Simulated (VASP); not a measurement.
Wanted: the native input for a VASP 6.6.1 run.

```yaml
Task: single point
Functional: BLYP
Potentials_or_basis: VASP PAW PBE potentials, release 64 (Fe)
Cutoff: 520 eV
k_mesh: 25 × 25 × 25
Occupations: fermi-dirac, width 0.05 eV
Spin: collinear spin, ferromagnetic start
Starting_moments: "[2.267] μB"
Dipole_correction: no
Further_INCAR_settings: ALGO = Normal; EDIFF = 1e-06; NBANDS = 14
```

The structure of Fe lies in POSCAR:

```
Fe
1.0
   -1.3980695396      1.3980695396      1.3980695396
    1.3980695396     -1.3980695396      1.3980695396
    1.3980695396      1.3980695396     -1.3980695396
Fe
1
Direct
    0.0000000000      0.0000000000      0.0000000000
```

This cell differs from its parent crystal: volume scaled by 0.92.

The input as run:

INCAR

```
PREC = Accurate
ENCUT = 520
EDIFF = 1E-6
ISMEAR = -1
SIGMA = 0.05
LREAL = False
LASPH = True
NELM = 150
ALGO = Normal
ISIF = 2
LWAVE = False
LCHARG = True
ISPIN = 2
MAGMOM = 2.267
LORBIT = 11
LMAXMIX = 4
GGA = B5
ALDAX = 1.0
AGGAX = 1.0
AGGAC = 1.0
ALDAC = 0.0
LELF = True
LVHAR = True
NBANDS = 14
```

KPOINTS

```
Automatic mesh
0
Gamma
  25 25 25
```

Potentials or basis: VASP PAW PBE potentials, release 64 (Fe).

The run is started by

```bash
$ cat potpaw_PBE.64/Fe/POTCAR > POTCAR
$ mpirun -np 1 vasp_std > vasp.out
```

It gave:

- Pressure: 17.2 GPa
- Net moment: 2.11 μB per cell
- Site moments: Fe +2.09 μB
- Valence electrons inside the program's atomic spheres: Fe 7.39

Caveat: the PAW data sets were made with another functional, which shifts forces and pressure a little.

Run time: 48 s on 1 thread of Intel(R) Xeon(R) 6975P-C (Granite Rapids), on a shared host, peak memory 0.21 GiB.
